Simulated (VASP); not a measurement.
Wanted: the native input for a VASP 6.6.1 run.

| Quantity | Value |
| --- | --- |
| Task | single point |
| Functional | PBEsol |
| Potentials or basis | VASP PAW PBE potentials, release 64 (Al, Ru_pv) |
| Cutoff | 520 eV |
| k mesh | 16 × 16 × 16 |
| Occupations | gaussian, width 0.1 eV |
| Spin | no spin polarisation |
| Dipole correction | no |
| Further INCAR settings | ALGO = Normal; EDIFF = 1e-07; NBANDS = 17 |

The structure of Al2Ru lies in POSCAR:

```
Al2Ru
1.0
   -1.6101522570      1.6101522570      4.1030461988
    1.6101522570     -1.6101522570      4.1030461988
    1.6101522570      1.6101522570     -4.1030461988
Al Ru
2 1
Direct
    0.6334775435      0.6334775435      0.0000000000
    0.3250480933      0.3250480933      0.0000000000
    0.0414743632      0.0414743632      0.0000000000
```

This cell differs from its parent crystal: strained and its atoms moved.

One way to write it, as run:

INCAR

```
PREC     = Accurate       # precision mode
ENCUT    = 520            # plane-wave cutoff, eV
EDIFF    = 1E-7           # SCF threshold, eV
ISMEAR   = 0              # smearing method
SIGMA    = 0.1            # smearing width, eV
LREAL    = False          # projectors in reciprocal space
LASPH    = True           # aspherical terms in the spheres
NELM     = 100            # most SCF steps
ALGO     = Normal         # electronic algorithm
ISIF     = 2              # what is computed and relaxed
LWAVE    = False          # write WAVECAR
LCHARG   = True           # write CHGCAR
GGA      = PS             # functional
LELF     = True           # ELF
LVHAR    = True         
NBANDS   = 17             # bands
```

KPOINTS

```
regular mesh
0
Gamma
  16 16 16
```

Potentials or basis: VASP PAW PBE potentials, release 64 (Al, Ru_pv).

Launch:

```console
$ cat potpaw_PBE.64/Al/POTCAR potpaw_PBE.64/Ru_pv/POTCAR > POTCAR
$ mpirun -np 1 vasp_std > vasp.out
```

It gave:

```yaml
Pressure: 10.3 GPa
Largest_force: 4.504 eV/Å
Band_gap_on_the_k_mesh: zero (band 10 reaches 10.73 eV, above the bottom of band 11 at 9.88 eV)
```

Caveat: the cell differs from its parent crystal (strained and its atoms moved); the PAW data sets were made with another functional, which shifts forces and pressure a little.

Run time: 7.6 min on 1 thread of AMD EPYC 7R43 64-Core Processor (Zen 3), with other jobs on the host, peak memory 0.34 GiB.
